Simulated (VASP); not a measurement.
# W (Im-3m) in VASP: single point with PBEsol

Aim: the single point of W with PBEsol.

Program: VASP 6.6.1. These are calculated values, not measurements. Logs are shortened: lines on timing, memory, paths and dates and some standing lists are left out, and cuts for length are marked.

## 1. The cell of the first run

The structure is cubic, space group Im-3m (No. 229). Conventional cell: a = 3.184 Å, b = 3.184 Å, c = 3.184 Å, α = 90.00°, β = 90.00°, γ = 90.00°. Within 3.6 Å of W (site symmetry m-3m) lie 14 W at 2.76 to 3.18 Å.

## 2. Single point, PBEsol

Input file INCAR:

```
SYSTEM = W
ALGO = Normal
EDIFF = 1E-6
ENCUT = 520
GGA = PS
ISIF = 2
ISMEAR = -1
LASPH = .True.
LCHARG = .False.
LREAL = .False.
LWAVE = .False.
NBANDS = 21
NELM = 60
PREC = Accurate
SIGMA = 0.0816
```

Input file KPOINTS:

```
k-points
0
Gamma
  8 8 8
  0 0 0
```

Input file POSCAR:

```
W
1.0
    3.1843638255      0.0000000000      0.0000000000
    0.0000000000      3.1843638255      0.0000000000
    0.0000000000      0.0000000000      3.1843638255
W
2
Direct
    0.0000000000      0.0000000000      0.0000000000
    0.5000000000      0.5000000000      0.5000000000
```

Potentials or basis: VASP PAW PBE potentials, release 64 (W_sv).

Command:

```sh
$ cat potpaw_PBE.64/W_sv/POTCAR > POTCAR
$ mpirun -np 1 vasp_std > vasp.out
```

OUTCAR:

```text
SYSTEM = W
   EDIFF = 1E-6
   ENCUT = 520
   GGA = PS
   ISIF = 2
   ISMEAR = -1
   LASPH = .True.
   LREAL = .False.
   NELM = 60
   PREC = Accurate

 ion  position               nearest neighbor table
   1  0.000  0.000  0.000-   2 2.76   2 2.76   2 2.76   2 2.76   2 2.76   2 2.76   2 2.76   2 2.76

   2  0.500  0.500  0.500-   1 2.76   1 2.76   1 2.76   1 2.76   1 2.76   1 2.76   1 2.76   1 2.76

  LATTYP: Found a simple cubic cell.
 ALAT       =     3.1843638255

  Lattice vectors:

 A1 = (   3.1843638255,   0.0000000000,   0.0000000000)
 A2 = (   0.0000000000,   3.1843638255,   0.0000000000)
 A3 = (   0.0000000000,   0.0000000000,   3.1843638255)

Analysis of symmetry for initial positions (statically):
=====================================================================
 Subroutine PRICEL returns following result:

  LATTYP: Found a body centered cubic cell.
 ALAT       =     3.1843638255

  Lattice vectors:

 A1 = (   1.5921819128,   1.5921819128,  -1.5921819127)
 A2 = (  -1.5921819128,   1.5921819127,   1.5921819127)
 A3 = (   1.5921819128,  -1.5921819127,   1.5921819128)

   2 primitive cells build up your supercell.

 Routine SETGRP: Setting up the symmetry group for a
 simple cubic supercell.

 Subroutine GETGRP returns: Found 48 space group operations
 (whereof 48 operations were pure point group operations)
 out of a pool of 48 trial point group operations.

The static configuration has the point symmetry O_h .

Analysis of symmetry for dynamics (positions and initial velocities):
=====================================================================
 Subroutine PRICEL returns following result:

  LATTYP: Found a body centered cubic cell.
 ALAT       =     3.1843638255

  Lattice vectors:

 A1 = (   1.5921819128,   1.5921819128,  -1.5921819127)
 A2 = (  -1.5921819128,   1.5921819127,   1.5921819127)
 A3 = (   1.5921819128,  -1.5921819127,   1.5921819128)

   2 primitive cells build up your supercell.

 Routine SETGRP: Setting up the symmetry group for a
 simple cubic supercell.

 Subroutine GETGRP returns: Found 48 space group operations
 (whereof 48 operations were pure point group operations)
 out of a pool of 48 trial point group operations.

The dynamic configuration has the point symmetry O_h .

 Subroutine INISYM returns: Found 48 space group operations
 (whereof 48 operations are pure point group operations),
 and found     2 'primitive' translations

----------------------------------------------------------------------------------------

                                     Primitive cell

  volume of cell :      16.1450

  direct lattice vectors                    reciprocal lattice vectors
     1.592181913  1.592181913 -1.592181913     0.314034468  0.314034468  0.000000000
    -1.592181913  1.592181913  1.592181913    -0.000000000  0.314034468  0.314034468
     1.592181913 -1.592181913  1.592181913     0.314034468  0.000000000  0.314034468

  length of vectors
     2.757739968  2.757739968  2.757739968     0.444111804  0.444111804  0.444111804

  position of ions in fractional coordinates (direct lattice)
     0.000000000  0.000000000  0.000000000

  ion indices of the primitive-cell ions
   primitive index   ion index
                 1           1

----------------------------------------------------------------------------------------

 KPOINTS: k-points

Automatic generation of k-mesh.
 Grid dimensions read from file:
 generate k-points for:    8    8    8

 Generating k-lattice:

  Cartesian coordinates                     Fractional coordinates (reciprocal lattice)
     0.039254309  0.000000000  0.000000000     0.125000000  0.000000000  0.000000000
     0.000000000  0.039254309  0.000000000     0.000000000  0.125000000  0.000000000
     0.000000000  0.000000000  0.039254309     0.000000000  0.000000000  0.125000000

  Length of vectors
     0.039254309  0.039254309  0.039254309

  Shift w.r.t. Gamma in fractional coordinates (k-lattice)
     0.000000000  0.000000000  0.000000000

 Subroutine IBZKPT returns following result:
 ===========================================

 Found     35 irreducible k-points:

 Following reciprocal coordinates:
            Coordinates               Weight
  0.000000  0.000000  0.000000      1.000000
  0.125000  0.000000  0.000000      6.000000
  0.250000  0.000000  0.000000      6.000000
  0.375000  0.000000  0.000000      6.000000
  0.500000  0.000000  0.000000      3.000000
  0.125000  0.125000  0.000000     12.000000
[... 16 lines left out ...]
  0.375000  0.375000  0.125000     24.000000
  0.500000  0.375000  0.125000     24.000000
 [... further k-points ...]
   k-points           NKPTS =     35   k-points in BZ     NKDIM =     35   number of bands    NBANDS=     21
   number of dos      NEDOS =    301   number of ions     NIONS =      2
   total plane-waves  NPLWV =  13824
   dimension x,y,z NGX =    24 NGY =   24 NGZ =   24
   dimension x,y,z NGXF=    48 NGYF=   48 NGZF=   48
   ions per type =               2
   NGX,Y,Z   is equivalent  to a cutoff of  12.53, 12.53, 12.53 a.u.
   NGXF,Y,Z  is equivalent  to a cutoff of  25.06, 25.06, 25.06 a.u.
 SYSTEM =  W
   PREC   = accura    normal or accurate (medium, high low for compatibility)
   ISTART =      0    job   : 0-new  1-cont  2-samecut
   ICHARG =      2    charge: 1-file 2-atom 10-const
   ISPIN  =      1    spin polarized calculation?
   LNONCOLLINEAR =      F non collinear calculations
   LSORBIT =      F    spin-orbit coupling
   LASPH  =      T    aspherical Exc in radial PAW
   ENCUT  =  520.0 eV  38.22 Ry    6.18 a.u.   5.92  5.92  5.92*2*pi/ulx,y,z
   NELM   =     60;   NELMIN=  2; NELMDL= -5     # of ELM steps
   EDIFF  = 0.1E-05   stopping-criterion for ELM
   LREAL  =      F    real-space projection
   EDIFFG = 0.1E-04   stopping-criterion for IOM
   NSW    =      0    number of steps for IOM
   IBRION =     -1    ionic relax: 0-MD 1-quasi-New 2-CG
   NFREE  =      0    steps in history (QN), initial steepest desc. (CG)
   ISIF   =      2    stress and relaxation
   ISYM   =      2    0-nonsym 1-usesym 2-fastsym
   POTIM  = 0.5000    time-step for ionic-motion
   TEBEG  =    0.0;   TEEND  =   0.0 temperature during run
   PSTRESS=    0.0 pullay stress
   NELECT =      28.0000    total number of electrons
   NUPDOWN=      -1.0000    fix difference up-down
   EMIN   =  10.00;   EMAX   =-10.00  energy-range for DOS
   EFERMI =   0.00;   METHOD = LEGACY
   ISMEAR =    -1;   SIGMA  =   0.08  broadening in eV -4-tet -1-fermi 0-gaus
   EFERMI_NEDOS =   21; number of points for ismear=-14 and -15
   IALGO  =     38    algorithm
   IMIX   =      4    mixing-type and parameters
     AMIX     =   0.40;   BMIX     =  1.00
     AMIX_MAG =   1.60;   BMIX_MAG =  1.00
  volume/ion in A,a.u.               =      16.15       108.95
  Fermi-wavevector in a.u.,A,eV,Ry     =   1.561127  2.950102 33.158985  2.437117
  Thomas-Fermi vector in A             =   2.664238
   LORBIT       =      0    0 simple, 1 ext, 2 COOP (PROOUT), +10 PAW based schemes
   GGA     = PS    functional components
   LHFCALC =     F    Hartree Fock is set to
   AEXX    =    0.0000 exact exchange contribution
   IVDW    =     0    specifies the selected vdW correction
   LEPSILON=     F    determine dielectric tensor
   LRPA    =     F    only Hartree local field effects (RPA)
 non-spin polarized calculation
  energy-cutoff  :      520.00
  volume of cell :       32.29
 maximum number of plane-waves:       912
 NGX is ok and might be reduce to    24
   NGX = 11   NGY = 11   NGZ = 11

 number of electron      27.9999993 magnetization

 Free energy of the ion-electron system (eV)
  ---------------------------------------------------
  ext. energy  EPLUGINS =         0.00000000
  ---------------------------------------------------
  free energy    TOTEN  =       -27.60084887 eV

  energy without entropy =      -27.57506280  energy(sigma->0) =      -27.58795583

 E-fermi :  11.0606     XC(G=0): -13.6578

 val. band max:       11.0467993607   @ k =   0.5000   0.1250   0.0000
 cond. band min:      11.0685257160   @ k =   0.5000   0.5000   0.1250
 fundamental gap:      0.0217263554
 Fermi energy:        11.0606461114

 k-point     1 :       0.0000    0.0000    0.0000
  band No.  band energies     occupation
      1     -63.1622      2.00000
      2     -62.9455      2.00000
      3     -27.6007      2.00000
      4     -27.6007      2.00000
      5     -27.6007      2.00000
      6     -26.7460      2.00000
[... 13 lines left out ...]
     20      19.1180      0.00000
     21      19.1180      0.00000

 k-point     2 :       0.1250    0.0000    0.0000
  band No.  band energies     occupation
      1     -63.1529      2.00000
      2     -62.9526      2.00000
      3     -27.6005      2.00000
      4     -27.5673      2.00000
      5     -27.5673      2.00000
      6     -26.8138      2.00000
[... 13 lines left out ...]
     20      17.9515      0.00000
     21      20.8652      0.00000

 k-point     3 :       0.2500    0.0000    0.0000
  band No.  band energies     occupation
      1     -63.1268      2.00000
      2     -62.9734      2.00000
      3     -27.5863      2.00000
      4     -27.4725      2.00000
      5     -27.4725      2.00000
      6     -26.9895      2.00000
[... 13 lines left out ...]
     20      15.9301      0.00000
     21      23.8800      0.00000
[... 457 lines left out ...]
 k-point    23 :       0.3750    0.3750    0.1250
  band No.  band energies     occupation
      1     -63.0539      2.00000
      2     -63.0246      2.00000
      3     -27.8678      2.00000
      4     -27.7799      2.00000
      5     -27.2791      2.00000
      6     -27.1034      2.00000
[... 13 lines left out ...]
     20      18.3087      0.00000
     21      20.8349      0.00000

 k-point    24 :       0.5000    0.3750    0.1250
  band No.  band energies     occupation
      1     -63.0380      2.00000
      2     -63.0380      2.00000
      3     -27.8705      2.00000
      4     -27.8705      2.00000
      5     -27.1847      2.00000
      6     -27.1847      2.00000
[... 13 lines left out ...]
     20      17.3670      0.00000
     21      21.6454      0.00000

 [... further k-points ...]

------------------------ aborting loop because EDIFF is reached ----------------------------------------

  FORCE on cell =-STRESS in cart. coord.  units (eV):
  Direction    XX          YY          ZZ          XY          YZ          ZX
  --------------------------------------------------------------------------------------
  -------------------------------------------------------------------------------------
  Total       -1.6290543     -1.6290543     -1.6290543      0.0000000      0.0000000      0.0000000
  in kB      -80.8310275    -80.8310275    -80.8310275      0.0000000      0.0000000      0.0000000
  external PRESSURE =     -80.8310275 kB  Pullay stress =       0.0000000 kB

 VOLUME and BASIS-vectors are now :
 -----------------------------------------------------------------------------
  energy-cutoff  :      520.00
  volume of cell :       32.29
      direct lattice vectors                 reciprocal lattice vectors
     3.184363826  0.000000000  0.000000000     0.314034468  0.000000000  0.000000000
     0.000000000  3.184363826  0.000000000     0.000000000  0.314034468  0.000000000
     0.000000000  0.000000000  3.184363826     0.000000000  0.000000000  0.314034468

 POSITION                                       TOTAL-FORCE (eV/Angst)
 -----------------------------------------------------------------------------------
      0.00000      0.00000      0.00000         0.000000     -0.000000      0.000000
      1.59218      1.59218      1.59218        -0.000000      0.000000     -0.000000
 -----------------------------------------------------------------------------------
    total drift:                                0.000000      0.000000     -0.000000

  FREE ENERGIE OF THE ION-ELECTRON SYSTEM (eV)
  ---------------------------------------------------
  free  energy   TOTEN  =       -27.6008488675 eV

  energy  without entropy=      -27.5750627974  energy(sigma->0) =      -27.58795583
```

Run time: 16 s. Hardware: 1 thread of AMD EPYC 7R43 (Zen 3), shared host; peak memory 0.1 GiB.

What came out:

```
Free energy            : -27.6008 eV
Pressure               : -8.1 GPa
Band gap on the k mesh : zero (band 14 reaches 11.65 eV, above the bottom of band 15 at 10.49 eV)
```

Caveat: the PAW data sets were made with another functional, which shifts forces and pressure a little; spin-orbit coupling is left out, which moves the levels of the heavy elements.
